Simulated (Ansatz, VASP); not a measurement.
As in VASP and in Ansatz

```
CELL_PARAMETERS angstrom
3.43900 0.00000 0.00000
-1.71950 2.97826 0.00000
0.00000 0.00000 28.00000
ATOMIC_POSITIONS crystal
As 0.33333 0.66667 0.53725
As 0.66667 0.33333 0.46275
```

Alike in both runs: task single point; functional PBE; k mesh 9 × 9 × 1; occupations gaussian, width 0.02 eV; no spin polarisation.

|  | VASP | Ansatz |
| --- | --- | --- |
| version | VASP 6.6.1 | Ansatz 0.2.0 |
| potentials or method | VASP PAW PBE potentials, release 64 (As), cutoff 520 eV | scalar-relativistic, plane waves, PAW |
| valence electrons in the cell | 10 | 30 |

Ansatz gave:

```
gap on the k mesh at the Fermi level (eV) : none
rms of the force components (eV/Å)        : 1.395
```

Question: Which values does VASP return?

Answer: gap on the k mesh at the Fermi level (eV): none; rms of the force components (eV/Å): 1.400.

Atom by atom the forces differ by 0.005 eV/Å (rms over components). A gap of «none» marks a metal or a gap that the smearing closes. VASP's potentials hold 10 valence electrons a cell and Ansatz's 30, so a difference there can come from the potentials and not from the codes.
